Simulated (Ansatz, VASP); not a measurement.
Two plane-wave programs on CaO

File INCAR:

```
  PREC = Accurate
  ENCUT = 520
  EDIFF = 1E-7
  ISMEAR = 0
  SIGMA = 0.05
  LREAL = False
  LASPH = True
  NELM = 80
  ALGO = Normal
  ISIF = 2
  LWAVE = False
  LCHARG = False
  GGA = PE
  NBANDS = 24
```

KPOINTS

```
Automatic mesh
0
Gamma
  9 9 6
```

The input POSCAR:

```
CaO
1.0
    3.9512116086      0.0000000000      0.0000000000
   -1.9756058043      3.4218496288      0.0000000000
    0.0000000000      0.0000000000      4.9361256247
Ca O
2 2
Direct
    0.3333333333      0.6666666667      0.7500000000
    0.6666666667      0.3333333333      0.2500000000
    0.3333333333      0.6666666667      0.2500000000
    0.6666666667      0.3333333333      0.7500000000
```

Input for Ansatz:

```yaml
crystal:
  lattice:
    - [3.9512116086, 0.0, 0.0]
    - [-1.9756058043, 3.4218496288, 0.0]
    - [0.0, 0.0, 4.9361256247]
  atoms:
    - { symbol: Ca, position: [0.3333333333, 0.6666666667, 0.75] }
    - { symbol: Ca, position: [0.6666666667, 0.3333333333, 0.25] }
    - { symbol: O, position: [0.3333333333, 0.6666666667, 0.25] }
    - { symbol: O, position: [0.6666666667, 0.3333333333, 0.75] }
basis:
  ecutwfc: 520.0
kpoints:
  mp_grid: { grid: [9, 9, 6] }
hamiltonian:
  xc: pbe
scf:
  occupations: { method: gaussian, width: 0.05 }
output:
  forces: true
  stress: true
  eigenvalues: true
```

Change from the starting cell: strain +e along x and -e along y +0.0000, strain +e along z and -e/2 along x and y +0.0267.

Alike in both runs: task single point; functional PBE; k mesh 9 × 9 × 6; occupations gaussian, width 0.05 eV; no spin polarisation.

|  | VASP | Ansatz |
| --- | --- | --- |
| version | VASP 6.6.1 | Ansatz 0.2.0 |
| potentials or method | VASP PAW PBE potentials, release 64 (Ca_sv, O), cutoff 520 eV | scalar-relativistic, plane waves, PAW |
| valence electrons in the cell | 32 | 32 |

```csv
,VASP,Ansatz,Ansatz less VASP
gap on the k mesh at the Fermi level (eV),3.22,3.23,+0.012
least direct gap on the mesh (eV),3.22,3.23,+0.012
pressure (GPa),0.6,0.1,-0.48
"traceless stress, the component that is largest in VASP (GPa)",-3.12,-2.99,+0.128
```
